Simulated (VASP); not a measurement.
**TiB3N4: density of states with PBE+U**

TiB3N4:

```xyz
8
Lattice="3.6200 0.0000 0.0000 0.0000 3.6200 0.0000 0.0000 0.0000 3.6200" Properties=species:S:1:pos:R:3 pbc="T T T"
Ti    0.0000    0.0000    0.0000
B     0.0000    1.8100    1.8100
B     1.8100    0.0000    1.8100
B     1.8100    1.8100    0.0000
N     0.9050    0.9050    0.9050
N     0.9050    2.7150    2.7150
N     2.7150    0.9050    2.7150
N     2.7150    2.7150    0.9050
```

```
Program                 : VASP 6.6.1
Task                    : density of states
Functional              : PBE
Potentials or basis     : VASP PAW PBE potentials, release 64 (Ti_sv, B, N)
Cutoff                  : 520 eV
k mesh                  : 1 × 1 × 1
Occupations             : fermi-dirac, width 0.01 eV
Spin                    : collinear spin, ferromagnetic start
Starting moments        : [2.0, 0.0, 0.0, 0.0, 0.0, 0.0, 0.0, 0.0] μB
Hubbard terms           : Ti d U = 4.0 eV
Dipole correction       : no
k mesh for the DOS      : 1 × 1 × 1
Occupations for the DOS : gaussian
Further INCAR settings  : ALGO = Normal; EDIFF = 1e-06
```

```json
{"Net moment": "-1.00 μB per cell", "Site moments": "Ti -0.08; B -0.05; N -0.05 μB", "Valence electrons inside the program's atomic spheres": "Ti 12.74; B 2.02; N 4.09"}
```

Levels at points of the mesh, in eV from the valence-band top:
Spin up:
```csv
k point,band 17,band 18,band 19,band 20,band 21,band 22,band 23,band 24
"(0.00, 0.00, 0.00)",-1.51,0.00,0.00,0.00,6.75,6.75,6.78,6.78
```
Spin down:
| k point | band 18 | band 19 | band 20 | band 21 | band 22 | band 23 |
| --- | --- | --- | --- | --- | --- | --- |
| (0.00, 0.00, 0.00) | -0.09 | -0.09 | -0.09 | 6.12 | 6.12 | 6.12 |

Eigenvalues of the final occupation matrices:
| site | spin | trace | eigenvalues |
| --- | --- | --- | --- |
| site 1 d | 1 | 1.83 | 0.09 0.09 0.55 0.55 0.55 |
| site 1 d | 2 | 1.85 | 0.09 0.09 0.56 0.56 0.56 |

Wall time 16 s on 1 thread of Intel(R) Xeon(R) Platinum 8488C (Sapphire Rapids), on a shared host, peak memory 0.16 GiB.

Caveat: the k points lie up to 1.74 Å⁻¹ apart. The state reached can hang on the start; a lower one may exist.
